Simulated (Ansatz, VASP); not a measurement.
## KBr: VASP beside Ansatz

The input INCAR:

```
SYSTEM = KBr
PREC = Accurate
ENCUT = 500
EDIFF = 1E-6
ISMEAR = 1
SIGMA = 0.05
LREAL = .FALSE.
LASPH = .TRUE.
NELM = 120
ALGO = Normal
ISIF = 2
LWAVE = .FALSE.
LCHARG = .FALSE.
GGA = LIBXC
LIBXC1 = GGA_X_B88
LIBXC2 = GGA_C_PBE
NBANDS = 15
GGA_COMPAT = .FALSE.
```

Contents of KPOINTS:

```
regular mesh
0
G
  7 7 7
  0 0 0
```

Contents of POSCAR:

```
KBr
1.0
    4.0434990000      0.0000000000      0.0000000000
    0.0000000000      4.0434990000      0.0000000000
    0.0000000000      0.0000000000      4.0434990000
Br K
1 1
Direct
    0.5000000000      0.5000000000      0.5000000000
    0.0000000000      0.0000000000      0.0000000000
```

File input.yaml:

```yaml
crystal:
  lattice:
    - [4.043499, 0.0, 0.0]
    - [0.0, 4.043499, 0.0]
    - [0.0, 0.0, 4.043499]
  atoms:
    - { symbol: Br, position: [0.5, 0.5, 0.5] }
    - { symbol: K, position: [0.0, 0.0, 0.0] }
hamiltonian:
  xc: { exchange: b88, correlation: pbe }
  pseudopotentials: { kind: nc, accuracy: standard, xc_functional: lda }
kpoints:
  mp_grid: { grid: [7, 7, 7] }
scf:
  occupations: { method: cold, width: 0.05 }
output:
  forces: true
  stress: true
  eigenvalues: true
```

Alike in both runs: task single point; functional b88 exchange, pbe correlation; k mesh 7 × 7 × 7; no spin polarisation.

|  | VASP | Ansatz |
| --- | --- | --- |
| version | VASP 6.6.1 | Ansatz 0.2.0 |
| potentials or method | VASP PAW PBE potentials, release 64 (Br, K_sv) | PseudoDojo standard (LDA files) |
| plane-wave cutoff (eV) | 500 | 980 |
| occupations | methfessel-paxton of order 1, width 0.05 eV | cold, width 0.05 eV |
| valence electrons in the cell | 16 | 16 |

```tsv
	VASP	Ansatz	Ansatz less VASP
gap on the k mesh at the Fermi level (eV)	4.02	4.03	+0.008
least direct gap on the mesh (eV)	4.25	4.26	+0.006
pressure (GPa)	0.4	0.2	-0.13
```

VASP's potentials were made for PBE, not for b88 exchange, pbe correlation.

Noted on Ansatz's run: the potentials were made for another functional, which shifts forces and pressure; odd divisions of the mesh miss points on the zone boundary, where band edges often lie, so the gap on the mesh can be too wide.
